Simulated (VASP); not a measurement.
# Be (P6_3/mmc) in VASP: single point with PBE

Aim: the single point of Be with PBE.

Everything below comes from runs of VASP 6.6.1. Logs are shortened: lines on timing, memory, paths and dates and some standing lists are left out, and cuts for length are marked.

## 1. The cell of the first run

Symmetry: P6_3/mmc, No. 194, hexagonal system. The conventional cell has a = 2.262 Å, b = 2.262 Å, c = 3.566 Å, α = 90.00°, β = 90.00°, γ = 120.00°. Within 2.9 Å of Be (site symmetry -6m2) lie 12 Be at 2.21 to 2.26 Å.

## 2. Single point, PBE

Input file POSCAR:

```
Be
1.0
    2.2624060542      0.0000000000      0.0000000000
   -1.1312030271      1.9593011166      0.0000000000
    0.0000000000      0.0000000000      3.5660261552
Be
2
Direct
    0.3333333333      0.6666666667      0.2500000000
    0.6666666667      0.3333333333      0.7500000000
```

Input file INCAR.step1:

```
PREC     = Accurate       # precision mode
ENCUT    = 520            # plane-wave cutoff, eV
EDIFF    = 1E-7           # SCF threshold, eV
ISMEAR   = -1             # smearing method
SIGMA    = 0.08           # smearing width, eV
LREAL    = False          # projectors in reciprocal space
LASPH    = True           # aspherical terms in the spheres
NELM     = 80             # most SCF steps
ALGO     = Normal         # electronic algorithm
ISIF     = 2              # what is computed and relaxed
LWAVE    = False          # write WAVECAR
LCHARG   = True           # write CHGCAR
GGA      = PE             # functional
NBANDS   = 9              # bands
```

Input file KPOINTS.step1:

```
regular mesh
0
Gamma
  19 19 11
```

Input file INCAR.step2:

```
PREC     = Accurate       # precision mode
ENCUT    = 520            # plane-wave cutoff, eV
EDIFF    = 1E-7           # SCF threshold, eV
ISMEAR   = -5             # smearing method
SIGMA    = 0.08           # smearing width, eV
LREAL    = False          # projectors in reciprocal space
LASPH    = True           # aspherical terms in the spheres
NELM     = 80             # most SCF steps
ALGO     = Normal         # electronic algorithm
ISIF     = 2              # what is computed and relaxed
LWAVE    = False          # write WAVECAR
LCHARG   = False          # write CHGCAR
GGA      = PE             # functional
LORBIT   = 11             # projections on sites
NBANDS   = 9              # bands
NEDOS    = 1001           # points of the DOS
ICHARG   = 11             # starting density
```

Input file KPOINTS.step2:

```
regular mesh
0
Gamma
  29 29 17
```

Potentials or basis: VASP PAW PBE potentials, release 64 (Be).

The run is started by

```console
$ cat potpaw_PBE.64/Be/POTCAR > POTCAR
$ cp INCAR.step1 INCAR
$ cp KPOINTS.step1 KPOINTS
$ mpirun -np 1 vasp_std > vasp.out
$ cp INCAR.step2 INCAR
$ cp KPOINTS.step2 KPOINTS
$ mpirun -np 1 vasp_std > vasp.out
```

OUTCAR:

```text
PREC = Accurate
   ENCUT = 520
   EDIFF = 1E-7
   ISMEAR = -5
   LREAL = False
   LASPH = True
   NELM = 80
   ISIF = 2
   GGA = PE
   LORBIT = 11
   ICHARG = 11

 ion  position               nearest neighbor table
   1  0.333  0.667  0.250-   2 2.21   2 2.21   2 2.21   2 2.21   2 2.21   2 2.21
   2  0.667  0.333  0.750-   1 2.21   1 2.21   1 2.21   1 2.21   1 2.21   1 2.21

  LATTYP: Found a hexagonal cell.
 ALAT       =     2.2624060542
 C/A-ratio  =     1.5762096060

  Lattice vectors:

 A1 = (   2.2624060542,   0.0000000000,   0.0000000000)
 A2 = (  -1.1312030271,   1.9593011166,   0.0000000000)
 A3 = (   0.0000000000,   0.0000000000,   3.5660261552)

Analysis of symmetry for initial positions (statically):
=====================================================================
 Subroutine PRICEL returns:
 Original cell was already a primitive cell.

 Routine SETGRP: Setting up the symmetry group for a
 hexagonal supercell.

 Subroutine GETGRP returns: Found 24 space group operations
 (whereof 12 operations were pure point group operations)
 out of a pool of 24 trial point group operations.

The static configuration has the point symmetry D_3d.
 The point group associated with its full space group is D_6h.

Analysis of symmetry for dynamics (positions and initial velocities):
=====================================================================
 Subroutine PRICEL returns:
 Original cell was already a primitive cell.

 Routine SETGRP: Setting up the symmetry group for a
 hexagonal supercell.

 Subroutine GETGRP returns: Found 24 space group operations
 (whereof 12 operations were pure point group operations)
 out of a pool of 24 trial point group operations.

The dynamic configuration has the point symmetry D_3d.
 The point group associated with its full space group is D_6h.

 Subroutine INISYM returns: Found 24 space group operations
 (whereof 12 operations are pure point group operations),
 and found     1 'primitive' translations

----------------------------------------------------------------------------------------

                                     Primitive cell

  volume of cell :      15.8072

  direct lattice vectors                    reciprocal lattice vectors
     2.262406054  0.000000000  0.000000000     0.442007304  0.255193036  0.000000000
    -1.131203027  1.959301117  0.000000000     0.000000000  0.510386072  0.000000000
     0.000000000  0.000000000  3.566026155     0.000000000  0.000000000  0.280424191

  length of vectors
     2.262406054  2.262406054  3.566026155     0.510386072  0.510386072  0.280424191

  position of ions in fractional coordinates (direct lattice)
     0.333333333  0.666666667  0.250000000
     0.666666667  0.333333333  0.750000000

  ion indices of the primitive-cell ions
   primitive index   ion index
                 1           1
                 2           2

----------------------------------------------------------------------------------------

 KPOINTS: regular mesh

Automatic generation of k-mesh.
 Grid dimensions read from file:
 generate k-points for:   29   29   17

 Generating k-lattice:

  Cartesian coordinates                     Fractional coordinates (reciprocal lattice)
     0.015241631  0.008799760  0.000000000     0.034482759  0.000000000  0.000000000
     0.000000000  0.017599520  0.000000000     0.000000000  0.034482759  0.000000000
     0.000000000  0.000000000  0.016495541     0.000000000  0.000000000  0.058823529

  Length of vectors
     0.017599520  0.017599520  0.016495541

  Shift w.r.t. Gamma in fractional coordinates (k-lattice)
     0.000000000  0.000000000  0.000000000

 TETIRR: Found  14123 inequivalent tetrahedra from    85782

 Subroutine IBZKPT returns following result:
 ===========================================

 Found    765 irreducible k-points:

 Following reciprocal coordinates:
            Coordinates               Weight
  0.000000  0.000000  0.000000      1.000000
  0.034483  0.000000  0.000000      6.000000
  0.068966  0.000000  0.000000      6.000000
  0.103448  0.000000  0.000000      6.000000
  0.137931  0.000000  0.000000      6.000000
  0.172414  0.000000  0.000000      6.000000
[... 16 lines left out ...]
  0.275862  0.034483  0.000000     12.000000
  0.310345  0.034483  0.000000     12.000000
 [... further k-points ...]
   k-points           NKPTS =    765   k-points in BZ     NKDIM =    765   number of bands    NBANDS=      9
   number of dos      NEDOS =   1001   number of ions     NIONS =      2
   total plane-waves  NPLWV =   9072
   dimension x,y,z NGX =    18 NGY =   18 NGZ =   28
   dimension x,y,z NGXF=    36 NGYF=   36 NGZF=   56
   ions per type =               2
   NGX,Y,Z   is equivalent  to a cutoff of  13.23, 13.23, 13.05 a.u.
   NGXF,Y,Z  is equivalent  to a cutoff of  26.45, 26.45, 26.11 a.u.
 SYSTEM =  unknown system
   PREC   = accura    normal or accurate (medium, high low for compatibility)
   ISTART =      0    job   : 0-new  1-cont  2-samecut
   ICHARG =     11    charge: 1-file 2-atom 10-const
   ISPIN  =      1    spin polarized calculation?
   LNONCOLLINEAR =      F non collinear calculations
   LSORBIT =      F    spin-orbit coupling
   LASPH  =      T    aspherical Exc in radial PAW
   ENCUT  =  520.0 eV  38.22 Ry    6.18 a.u.   4.21  4.21  6.63*2*pi/ulx,y,z
   NELM   =     80;   NELMIN=  2; NELMDL=  0     # of ELM steps
   EDIFF  = 0.1E-06   stopping-criterion for ELM
   LREAL  =      F    real-space projection
   EDIFFG = 0.1E-05   stopping-criterion for IOM
   NSW    =      0    number of steps for IOM
   IBRION =     -1    ionic relax: 0-MD 1-quasi-New 2-CG
   NFREE  =      0    steps in history (QN), initial steepest desc. (CG)
   ISIF   =      2    stress and relaxation
   ISYM   =      2    0-nonsym 1-usesym 2-fastsym
   POTIM  = 0.5000    time-step for ionic-motion
   TEBEG  =    0.0;   TEEND  =   0.0 temperature during run
   PSTRESS=    0.0 pullay stress
   NELECT =       4.0000    total number of electrons
   NUPDOWN=      -1.0000    fix difference up-down
   EMIN   =  10.00;   EMAX   =-10.00  energy-range for DOS
   EFERMI =   0.00;   METHOD = LEGACY
   ISMEAR =    -5;   SIGMA  =   0.08  broadening in eV -4-tet -1-fermi 0-gaus
   EFERMI_NEDOS =   21; number of points for ismear=-14 and -15
   IALGO  =     38    algorithm
   IMIX   =      4    mixing-type and parameters
     AMIX     =   0.40;   BMIX     =  1.00
     AMIX_MAG =   1.60;   BMIX_MAG =  1.00
  volume/ion in A,a.u.               =       7.90        53.34
  Fermi-wavevector in a.u.,A,eV,Ry     =   1.035482  1.956778 14.588492  1.072224
  Thomas-Fermi vector in A             =   2.169828
   LORBIT       =     11    0 simple, 1 ext, 2 COOP (PROOUT), +10 PAW based schemes
   GGA     = PE    functional components
   LHFCALC =     F    Hartree Fock is set to
   AEXX    =    0.0000 exact exchange contribution
   IVDW    =     0    specifies the selected vdW correction
   LEPSILON=     F    determine dielectric tensor
   LRPA    =     F    only Hartree local field effects (RPA)
 non-spin polarized calculation
 Fermi weights with tetrahedron method with Bloechl corrections
  energy-cutoff  :      520.00
  volume of cell :       15.81
 maximum number of plane-waves:       446
 NGX is ok and might be reduce to    18

 number of electron       4.0000000 magnetization

 Free energy of the ion-electron system (eV)
  ---------------------------------------------------
  ext. energy  EPLUGINS =         0.00000000
  ---------------------------------------------------
  free energy    TOTEN  =        -7.53466542 eV

  energy without entropy =       -7.53466542  energy(sigma->0) =       -7.53466542

 E-fermi :   7.0350     XC(G=0): -10.6067

 val. band max:        7.1727256075   @ k =   0.3103   0.1034   0.0000
 cond. band min:       7.1795882029   @ k =   0.3103   0.3103   0.4118
 fundamental gap:      0.0068625954
 Fermi energy:         7.0350111845

 k-point     1 :       0.0000    0.0000    0.0000
  band No.  band energies     occupation
      1      -4.3255      2.00000
      2       2.5761      2.00000
      3       8.1235      0.00000
      4      23.0483      0.00000
      5      23.0483      0.00000
      6      25.8906      0.00000
      7      25.8906      0.00000
      8      27.9353      0.00000
      9      34.1552      0.00000

 k-point     2 :       0.0345    0.0000    0.0000
  band No.  band energies     occupation
      1      -4.2913      2.00000
      2       2.6210      2.00000
      3       8.1339      0.00000
      4      22.7511      0.00000
      5      22.8118      0.00000
      6      25.8959      0.00000
      7      26.0275      0.00000
      8      27.8741      0.00000
      9      33.4076      0.00000

 k-point     3 :       0.0690    0.0000    0.0000
  band No.  band energies     occupation
      1      -4.1886      2.00000
      2       2.7555      2.00000
      3       8.1642      0.00000
      4      21.9415      0.00000
      5      22.2424      0.00000
      6      25.8941      0.00000
      7      26.2869      0.00000
      8      27.6777      0.00000
      9      32.2012      0.00000

 k-point     4 :       0.1034    0.0000    0.0000
  band No.  band energies     occupation
      1      -4.0174      2.00000
      2       2.9796      2.00000
      3       8.2119      0.00000
      4      20.7890      0.00000
      5      21.5346      0.00000
      6      25.8554      0.00000
      7      26.4588      0.00000
      8      27.3085      0.00000
      9      30.8530      0.00000
[... 205 lines left out ...]
 k-point    22 :       0.2414    0.0345    0.0000
  band No.  band energies     occupation
      1      -2.3724      2.00000
      2       5.1168      2.00000
      3       8.3132      0.00000
      4      14.8441      0.00000
      5      18.2431      0.00000
      6      22.5664      0.00000
      7      23.2947      0.00000
      8      25.3816      0.00000
      9      27.1303      0.00000

 k-point    23 :       0.2759    0.0345    0.0000
  band No.  band energies     occupation
      1      -1.8256      2.00000
      2       5.8218      2.00000
      3       8.0859      0.00000
      4      13.9285      0.00000
      5      17.7026      0.00000
      6      21.0474      0.00000
      7      22.1412      0.00000
      8      25.0379      0.00000
      9      26.9909      0.00000

 k-point    24 :       0.3103    0.0345    0.0000
  band No.  band energies     occupation
      1      -1.2135      2.00000
      2       6.6082      2.00254
      3       7.6279      0.00000
      4      13.3517      0.00000
      5      17.2218      0.00000
      6      19.5068      0.00000
      7      21.0215      0.00000
      8      24.7199      0.00000
      9      26.9276      0.00000

 [... further k-points ...]

------------------------ aborting loop because EDIFF is reached ----------------------------------------

  FORCE on cell =-STRESS in cart. coord.  units (eV):
  Direction    XX          YY          ZZ          XY          YZ          ZX
  --------------------------------------------------------------------------------------
  -------------------------------------------------------------------------------------
  Total        0.0108217      0.0108217      0.0370262     -0.0000000     -0.0000000      0.0000000
  in kB        1.0968562      1.0968562      3.7528724     -0.0000000     -0.0000000      0.0000000
  external PRESSURE =       1.9821949 kB  Pullay stress =       0.0000000 kB

 VOLUME and BASIS-vectors are now :
 -----------------------------------------------------------------------------
  energy-cutoff  :      520.00
  volume of cell :       15.81
      direct lattice vectors                 reciprocal lattice vectors
     2.262406054  0.000000000  0.000000000     0.442007304  0.255193036  0.000000000
    -1.131203027  1.959301117  0.000000000     0.000000000  0.510386072  0.000000000
     0.000000000  0.000000000  3.566026155     0.000000000  0.000000000  0.280424191

 POSITION                                       TOTAL-FORCE (eV/Angst)
 -----------------------------------------------------------------------------------
     -0.00000      1.30620      0.89151         0.000000     -0.000000      0.000000
      1.13120      0.65310      2.67452        -0.000000      0.000000      0.000000
 -----------------------------------------------------------------------------------
    total drift:                                0.000000     -0.000000      0.000000

  FREE ENERGIE OF THE ION-ELECTRON SYSTEM (eV)
  ---------------------------------------------------
  free  energy   TOTEN  =        -7.5346654194 eV

  energy  without entropy=       -7.5346654194  energy(sigma->0) =       -7.53466542

 total charge

# of ion       s       p       d       tot
------------------------------------------
    1        0.405   0.769   0.000   1.174
    2        0.405   0.769   0.000   1.174
--------------------------------------------------
tot          0.811   1.537   0.000   2.348
```

Wall time 86 s (1 thread of AMD EPYC 7R43 (Zen 3), shared host); peak memory 0.18 GiB.

Results:

| Property | Result |
| --- | --- |
| Valence electrons inside the program's atomic spheres | Be 1.17 |

Caveat: tetrahedron occupations give inexact forces and stress in metals.
